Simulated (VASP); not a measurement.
Here is a VASP 6.6.1 calculation.

The input INCAR:

```
SYSTEM = KSb3
ALGO = Normal
EDIFF = 1E-6
ENCUT = 520
GGA = PE
ISIF = 2
ISMEAR = 0
LASPH = .True.
LCHARG = .False.
LREAL = .False.
LWAVE = .False.
NBANDS = 20
NELM = 60
PREC = Accurate
SIGMA = 0.1
```

The input KPOINTS:

```
k-points
0
Gamma
  4 4 4
  0 0 0
```

Contents of POSCAR:

```
KSb3
1.0
    4.8981892291      0.0000000000      0.0000000000
    0.0000000000      4.8981892291      0.0000000000
    0.0000000000      0.0000000000      4.8981892291
K Sb
1 3
Direct
    0.0000000000      0.0000000000      0.0000000000
    0.0000000000      0.5000000000      0.5000000000
    0.5000000000      0.0000000000      0.5000000000
    0.5000000000      0.5000000000      0.0000000000
```

Potentials or basis: VASP PAW PBE potentials, release 64 (K_sv, Sb).

Command:

```bash
$ cat potpaw_PBE.64/K_sv/POTCAR potpaw_PBE.64/Sb/POTCAR > POTCAR
$ mpirun -np 1 vasp_std > vasp.out
```

Q: Predict the pressure.

A: -0.2 GPa.

Q: Estimate the band gap on the k mesh.

A: Zero (bands 12 and 13 overlap by 3.49 eV).

Caveat: spin-orbit coupling is left out, which moves the levels of the heavy elements.
